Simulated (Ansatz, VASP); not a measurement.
Rh in VASP and in Ansatz

File INCAR:

```
SYSTEM = Rh
PREC     = Accurate       ! precision mode
ENCUT    = 600            ! plane-wave cutoff, eV
EDIFF    = 1E-6           ! SCF threshold, eV
ISMEAR   = -1             ! smearing method
SIGMA    = 0.08           ! smearing width, eV
LREAL    = .FALSE.        ! projectors in reciprocal space
LASPH    = .TRUE.         ! aspherical terms in the spheres
NELM     = 100            ! most SCF steps
ALGO     = Normal         ! electronic algorithm
ISIF     = 3              ! what is computed and relaxed
LWAVE    = .FALSE.        ! write WAVECAR
LCHARG   = .FALSE.        ! write CHGCAR
GGA      = PS             ! functional
IBRION   = 2              ! ionic algorithm
NSW      = 60             ! ionic steps
EDIFFG   = -0.005         ! ionic threshold
```

KPOINTS

```
Automatic mesh
0
G
  19 19 10
  0 0 0
```

POSCAR

```
Rh
1.0
    2.6801533640      0.0000000000      0.0000000000
   -1.3400766820      2.3210808993      0.0000000000
    0.0000000000      0.0000000000      4.3418484497
Rh
2
Direct
    0.3333333333      0.6666666667      0.2500000000
    0.6666666667      0.3333333333      0.7500000000
```

Input for Ansatz:

```yaml
crystal:
  lattice:
    - [2.680153364, 0.0, 0.0]
    - [-1.340076682, 2.3210808993, 0.0]
    - [0.0, 0.0, 4.3418484497]
  atoms:
    - { symbol: Rh, position: [0.3333333333, 0.6666666667, 0.25] }
    - { symbol: Rh, position: [0.6666666667, 0.3333333333, 0.75] }
kpoints:
  mp_grid: { grid: [19, 19, 10] }
scf:
  occupations: { method: fermi_dirac, width: 0.08 }
hamiltonian:
  xc: pbesol
  pseudopotentials: { kind: paw }
output:
  forces: true
  stress: true
  write_density: true
  write_potential: true
  elf: true
  volumetric_format: npy
relax:
  f_tol: 0.005
  max_steps: 40
  cell: {}
```

Alike in both runs: task relaxation of cell and atoms; functional PBEsol; k mesh 19 × 19 × 10; occupations fermi-dirac, width 0.08 eV; no spin polarisation.

|  | VASP | Ansatz |
| --- | --- | --- |
| version | VASP 6.6.1 | Ansatz 0.2.0 |
| potentials or method | VASP PAW PBE potentials, release 64 (Rh_pv) | PAW with Ansatz's default frozen-core files, scalar-relativistic |
| plane-wave cutoff (eV) | 600 | 420 |
| valence electrons in the cell | 30 | 34 |

Ansatz gave:

```
relaxed volume (Å³/atom)                                     : 13.57
relaxed cell length with the largest relative difference (Å) : 2.688
```

Problem. What did VASP give for the same quantities?

Solution. Relaxed volume (Å³/atom): 13.56; relaxed cell length with the largest relative difference (Å): 2.687.

VASP's potentials were made for PBE, not for PBEsol. VASP's potentials hold 30 valence electrons a cell and Ansatz's 34, so a difference there can come from the potentials and not from the codes.
